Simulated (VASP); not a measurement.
# Pt (P6_3/mmc) in VASP: further runs, part 2 of 3

VASP 6.6.1.

### 4 Single point, PBEsol (10.29 Å³/atom)

This run uses another cell than the first one, of 10.29 Å³/atom.

The input, INCAR:

```
PREC = Accurate ; ENCUT = 520
EDIFF = 1E-6 ; ISMEAR = -1
SIGMA = 0.05 ; LREAL = F
LASPH = T ; NELM = 100
ALGO = Normal ; ISIF = 2
LWAVE = F ; LCHARG = T
GGA = PS ; LELF = T
LVHAR = T ; NBANDS = 17
```

The input, KPOINTS:

```
Automatic mesh
0
Gamma
  17 17 10
```

The input, POSCAR:

```
Pt
1.0
    2.4189432390      0.0000000000      0.0000000000
   -1.2094716195      2.0948662952      0.0000000000
    0.0000000000      0.0000000000      4.0623146439
Pt
2
Direct
    0.3333333333      0.6666666667      0.2500000000
    0.6666666667      0.3333333333      0.7500000000
```

Potentials or basis: VASP PAW PBE potentials, release 64 (Pt).

The run is started by

```console
> cat potpaw_PBE.64/Pt/POTCAR > POTCAR
> mpirun -np 1 vasp_std > vasp.out
```

OUTCAR:

```text
PREC = Accurate
   ENCUT = 520
   EDIFF = 1E-6
   ISMEAR = -1
   LREAL = F
   LASPH = T
   NELM = 100
   ISIF = 2
   GGA = PS

 ion  position               nearest neighbor table
   1  0.333  0.667  0.250-   2 2.46   2 2.46   2 2.46   2 2.46   2 2.46   2 2.46   2 3.45   2 3.45
                             2 3.45   2 3.45   2 3.45   2 3.45
   2  0.667  0.333  0.750-   1 2.46   1 2.46   1 2.46   1 2.46   1 2.46   1 2.46   1 3.45   1 3.45
                             1 3.45   1 3.45   1 3.45   1 3.45

  LATTYP: Found a hexagonal cell.
 ALAT       =     2.4189432390
 C/A-ratio  =     1.6793757615

  Lattice vectors:

 A1 = (   2.4189432390,   0.0000000000,   0.0000000000)
 A2 = (  -1.2094716195,   2.0948662952,   0.0000000000)
 A3 = (   0.0000000000,   0.0000000000,   4.0623146439)

Analysis of symmetry for initial positions (statically):
=====================================================================
 Subroutine PRICEL returns:
 Original cell was already a primitive cell.

 Routine SETGRP: Setting up the symmetry group for a
 hexagonal supercell.

 Subroutine GETGRP returns: Found 24 space group operations
 (whereof 12 operations were pure point group operations)
 out of a pool of 24 trial point group operations.

The static configuration has the point symmetry D_3d.
 The point group associated with its full space group is D_6h.

Analysis of symmetry for dynamics (positions and initial velocities):
=====================================================================
 Subroutine PRICEL returns:
 Original cell was already a primitive cell.

 Routine SETGRP: Setting up the symmetry group for a
 hexagonal supercell.

 Subroutine GETGRP returns: Found 24 space group operations
 (whereof 12 operations were pure point group operations)
 out of a pool of 24 trial point group operations.
[... 110 lines left out ...]
   POTIM  = 0.5000    time-step for ionic-motion
   TEBEG  =    0.0;   TEEND  =   0.0 temperature during run
   PSTRESS=    0.0 pullay stress
   NELECT =      20.0000    total number of electrons
   NUPDOWN=      -1.0000    fix difference up-down
   EMIN   =  10.00;   EMAX   =-10.00  energy-range for DOS
   EFERMI =   0.00;   METHOD = LEGACY
   ISMEAR =    -1;   SIGMA  =   0.05  broadening in eV -4-tet -1-fermi 0-gaus
   EFERMI_NEDOS =   21; number of points for ismear=-14 and -15
   IALGO  =     38    algorithm
   IMIX   =      4    mixing-type and parameters
     AMIX     =   0.40;   BMIX     =  1.00
     AMIX_MAG =   1.60;   BMIX_MAG =  1.00
  volume/ion in A,a.u.               =      10.29        69.46
  Fermi-wavevector in a.u.,A,eV,Ry     =   1.621435  3.064069 35.770434  2.629053
  Thomas-Fermi vector in A             =   2.715212
   LORBIT       =      0    0 simple, 1 ext, 2 COOP (PROOUT), +10 PAW based schemes
   GGA     = PS    functional components
   LHFCALC =     F    Hartree Fock is set to
   AEXX    =    0.0000 exact exchange contribution
   IVDW    =     0    specifies the selected vdW correction
   LEPSILON=     F    determine dielectric tensor
   LRPA    =     F    only Hartree local field effects (RPA)
 non-spin polarized calculation
  energy-cutoff  :      520.00
  volume of cell :       20.59
 maximum number of plane-waves:       573
 NGX is ok and might be reduce to    18
   NGX =  9   NGY =  9   NGZ = 15

 number of electron      19.9999997 magnetization

 Free energy of the ion-electron system (eV)
  ---------------------------------------------------
  ext. energy  EPLUGINS =         0.00000000
  ---------------------------------------------------
  free energy    TOTEN  =        -7.73794609 eV

  energy without entropy =       -7.71908577  energy(sigma->0) =       -7.72851593

 E-fermi :  20.1548     XC(G=0): -15.9692

 val. band max:       20.1465856644   @ k =   0.3529   0.1176   0.5000
 cond. band min:      20.1686969000   @ k =   0.3529   0.0000   0.2000
 fundamental gap:      0.0221112356
 Fermi energy:        20.1548000333

 k-point     1 :       0.0000    0.0000    0.0000
  band No.  band energies     occupation
      1       4.8723      2.00000
      2       7.6562      2.00000
      3      12.7730      2.00000
      4      13.3612      2.00000
      5      13.3612      2.00000
      6      14.2441      2.00000
[... 457 lines left out ...]
      4      10.8482      2.00000
      5      13.0877      2.00000
      6      13.2223      2.00000
[... 9 lines left out ...]
     16      36.2367      0.00000
     17      39.0233      0.00000

 [... further k-points ...]
[... 5 lines left out ...]
  --------------------------------------------------------------------------------------
  -------------------------------------------------------------------------------------
  Total       38.2521906     38.2521906     38.2615012     -0.0000000      0.0000000      0.0000000
  in kB     2977.2228842   2977.2228839   2977.9475417     -0.0000000      0.0000000      0.0000000
  external PRESSURE =    2977.4644366 kB  Pullay stress =       0.0000000 kB

 VOLUME and BASIS-vectors are now :
 -----------------------------------------------------------------------------
  energy-cutoff  :      520.00
  volume of cell :       20.59
      direct lattice vectors                 reciprocal lattice vectors
     2.418943239  0.000000000  0.000000000     0.413403665  0.238678717  0.000000000
    -1.209471619  2.094866295  0.000000000     0.000000000  0.477357434  0.000000000
     0.000000000  0.000000000  4.062314644     0.000000000  0.000000000  0.246165078

 POSITION                                       TOTAL-FORCE (eV/Angst)
 -----------------------------------------------------------------------------------
     -0.00000      1.39658      1.01558        -0.000000     -0.000000      0.000000
      1.20947      0.69829      3.04674         0.000000      0.000000      0.000000
 -----------------------------------------------------------------------------------
    total drift:                                0.000000     -0.000000     -0.000000

  FREE ENERGIE OF THE ION-ELECTRON SYSTEM (eV)
  ---------------------------------------------------
  free  energy   TOTEN  =        -7.7379460851 eV

  energy  without entropy=       -7.7190857669  energy(sigma->0) =       -7.72851593
```

OSZICAR:

```text
N       E                     dE             d eps       ncg     rms          rms(c)
DAV:   1     0.118788644252E+03    0.11879E+03   -0.11011E+04  6748   0.119E+03
DAV:   2    -0.648047268738E+01   -0.12527E+03   -0.12037E+03  7534   0.279E+02
DAV:   3    -0.852795019790E+01   -0.20475E+01   -0.20338E+01  8173   0.361E+01
DAV:   4    -0.853638057812E+01   -0.84304E-02   -0.84293E-02  8133   0.240E+00
DAV:   5    -0.853643825910E+01   -0.57681E-04   -0.57680E-04  8352   0.194E-01    0.576E+01
DAV:   6    -0.799312606828E+01    0.54331E+00   -0.19865E-01  7117   0.449E+00    0.329E+01
DAV:   7    -0.774419308343E+01    0.24893E+00   -0.17624E-01  7029   0.427E+00    0.139E+00
DAV:   8    -0.773794456791E+01    0.62485E-02   -0.22148E-02  7389   0.139E+00    0.278E-01
DAV:   9    -0.773792998887E+01    0.14579E-04   -0.11098E-04  8509   0.940E-02    0.282E-02
DAV:  10    -0.773794603902E+01   -0.16050E-04   -0.60231E-06  8594   0.203E-02    0.385E-03
DAV:  11    -0.773794608512E+01   -0.46100E-07   -0.40910E-07  4706   0.578E-03
   1 F= -.77379461E+01 E0= -.77285159E+01  d E =-.188603E-01
```

Wall time 30 s (1 thread of AMD EPYC 7R13 (Zen 3), shared host); peak memory 0.15 GiB.

What came out:

```yaml
Free_energy: -7.7379 eV
Pressure: 297.7 GPa
Band_gap_on_the_k_mesh: zero (bands 10 and 11 overlap by 2.53 eV)
```

Caveat: the cell stands under pressure; the PAW data sets were made with another functional, which shifts forces and pressure a little; spin-orbit coupling is left out, which moves the levels of the heavy elements.

### 5 Single point, PBEsol (11.50 Å³/atom)

This run uses another cell than the first one, of 11.50 Å³/atom.

The input, INCAR:

```
PREC = Accurate
ENCUT = 520
EDIFF = 1E-7
ISMEAR = -1
SIGMA = 0.05
LREAL = F
LASPH = T
NELM = 80
ALGO = Normal
ISIF = 2
LWAVE = F
LCHARG = F
GGA = PS
NBANDS = 17
```

The input, KPOINTS:

```
regular mesh
0
Gamma
  17 17 10
```

The input, POSCAR:

```
Pt
1.0
    2.5072911154      0.0000000000      0.0000000000
   -1.2536455577      2.1713778006      0.0000000000
    0.0000000000      0.0000000000      4.2259083090
Pt
2
Direct
    0.3333333333      0.6666666667      0.2500000000
    0.6666666667      0.3333333333      0.7500000000
```

Potentials or basis: VASP PAW PBE potentials, release 64 (Pt).

The run is started by

```console
> cat potpaw_PBE.64/Pt/POTCAR > POTCAR
> mpirun -np 1 vasp_std > vasp.out
```

OUTCAR:

```text
PREC = Accurate
   ENCUT = 520
   EDIFF = 1E-7
   ISMEAR = -1
   LREAL = F
   LASPH = T
   NELM = 80
   ISIF = 2
   GGA = PS

 ion  position               nearest neighbor table
   1  0.333  0.667  0.250-   2 2.56   2 2.56   2 2.56   2 2.56   2 2.56   2 2.56
   2  0.667  0.333  0.750-   1 2.56   1 2.56   1 2.56   1 2.56   1 2.56   1 2.56

  LATTYP: Found a hexagonal cell.
 ALAT       =     2.5072911154
 C/A-ratio  =     1.6854478058

  Lattice vectors:

 A1 = (   2.5072911154,   0.0000000000,   0.0000000000)
 A2 = (  -1.2536455577,   2.1713778006,   0.0000000000)
 A3 = (   0.0000000000,   0.0000000000,   4.2259083090)

Analysis of symmetry for initial positions (statically):
=====================================================================
 Subroutine PRICEL returns:
 Original cell was already a primitive cell.

 Routine SETGRP: Setting up the symmetry group for a
 hexagonal supercell.

 Subroutine GETGRP returns: Found 24 space group operations
 (whereof 12 operations were pure point group operations)
 out of a pool of 24 trial point group operations.
[... 156 lines left out ...]

 Free energy of the ion-electron system (eV)
  ---------------------------------------------------
  ext. energy  EPLUGINS =         0.00000000
  ---------------------------------------------------
  free energy    TOTEN  =       -11.10117564 eV

  energy without entropy =      -11.07901772  energy(sigma->0) =      -11.09009668

 E-fermi :  17.1312     XC(G=0): -15.2703

 val. band max:       17.1245461134   @ k =   0.3529   0.1176   0.1000
 cond. band min:      17.1317881276   @ k =   0.3529   0.1176   0.5000
 fundamental gap:      0.0072420142
 Fermi energy:        17.1312415394

 k-point     1 :       0.0000    0.0000    0.0000
  band No.  band energies     occupation
      1       3.4385      2.00000
      2       6.3255      2.00000
      3      10.8880      2.00000
      4      11.4346      2.00000
      5      11.4346      2.00000
      6      12.1549      2.00000
[... 457 lines left out ...]
      4       9.2703      2.00000
      5      11.2394      2.00000
      6      11.2543      2.00000
[... 9 lines left out ...]
     16      33.3527      0.00000
     17      36.0402      0.00000

 [... further k-points ...]
[... 5 lines left out ...]
  --------------------------------------------------------------------------------------
  -------------------------------------------------------------------------------------
  Total       22.8812675     22.8812675     22.8621382      0.0000000     -0.0000000      0.0000000
  in kB     1593.4206298   1593.4206298   1592.0884931      0.0000000     -0.0000000      0.0000000
  external PRESSURE =    1592.9765843 kB  Pullay stress =       0.0000000 kB

 VOLUME and BASIS-vectors are now :
 -----------------------------------------------------------------------------
  energy-cutoff  :      520.00
  volume of cell :       23.01
      direct lattice vectors                 reciprocal lattice vectors
     2.507291115  0.000000000  0.000000000     0.398836814  0.230268542  0.000000000
    -1.253645558  2.171377801  0.000000000     0.000000000  0.460537084  0.000000000
     0.000000000  0.000000000  4.225908309     0.000000000  0.000000000  0.236635518

 POSITION                                       TOTAL-FORCE (eV/Angst)
 -----------------------------------------------------------------------------------
     -0.00000      1.44759      1.05648         0.000000      0.000000      0.000000
      1.25365      0.72379      3.16943        -0.000000     -0.000000      0.000000
 -----------------------------------------------------------------------------------
    total drift:                               -0.000000      0.000000     -0.000000

  FREE ENERGIE OF THE ION-ELECTRON SYSTEM (eV)
  ---------------------------------------------------
  free  energy   TOTEN  =       -11.1011756368 eV

  energy  without entropy=      -11.0790177225  energy(sigma->0) =      -11.09009668
```

OSZICAR:

```text
N       E                     dE             d eps       ncg     rms          rms(c)
DAV:   1     0.111436413692E+03    0.11144E+03   -0.10854E+04  6740   0.118E+03
DAV:   2    -0.994198778479E+01   -0.12138E+03   -0.11657E+03  7376   0.269E+02
DAV:   3    -0.118567614845E+02   -0.19148E+01   -0.19023E+01  8224   0.341E+01
DAV:   4    -0.118652503784E+02   -0.84889E-02   -0.84880E-02  8121   0.235E+00
DAV:   5    -0.118653161366E+02   -0.65758E-04   -0.65759E-04  8298   0.205E-01    0.421E+01
DAV:   6    -0.112934963482E+02    0.57182E+00   -0.42863E-01  7074   0.632E+00    0.233E+01
DAV:   7    -0.111119353177E+02    0.18156E+00   -0.26397E-01  7305   0.500E+00    0.206E+00
DAV:   8    -0.111013419111E+02    0.10593E-01   -0.36187E-02  7311   0.174E+00    0.605E-01
DAV:   9    -0.111011600998E+02    0.18181E-03   -0.29673E-04  8237   0.157E-01    0.232E-02
DAV:  10    -0.111011753946E+02   -0.15295E-04   -0.75857E-06  8460   0.203E-02    0.584E-03
DAV:  11    -0.111011756325E+02   -0.23788E-06   -0.51476E-07  8155   0.629E-03    0.202E-03
DAV:  12    -0.111011756368E+02   -0.42871E-08   -0.19118E-08  4359   0.130E-03
   1 F= -.11101176E+02 E0= -.11090097E+02  d E =-.221579E-01
```

Wall time 35 s (1 thread of AMD EPYC 7R13 (Zen 3), shared host); peak memory 0.16 GiB.

What came out:

- Free energy: -11.1012 eV
- Pressure: 159.3 GPa
- Band gap on the k mesh: zero (bands 10 and 11 overlap by 2.10 eV)

Levels at points of the mesh, in eV from the Fermi level:
| k point | band 6 | band 7 | band 8 | band 9 | band 10 | band 11 | band 12 | band 13 | band 14 | band 15 |
| --- | --- | --- | --- | --- | --- | --- | --- | --- | --- | --- |
| (0.00, 0.00, 0.00) | -4.98 | -4.98 | -3.39 | -3.39 | -1.99 | -0.44 | -0.44 | 7.60 | 13.78 | 15.34 |
| (0.00, 0.00, 0.50) | -5.73 | -5.73 | -5.73 | -1.37 | -1.37 | -1.37 | -1.37 | 13.22 | 13.22 | 16.54 |

Caveat: the cell stands under pressure; the PAW data sets were made with another functional, which shifts forces and pressure a little; spin-orbit coupling is left out, which moves the levels of the heavy elements.

(Continued in part 3 of 3.)
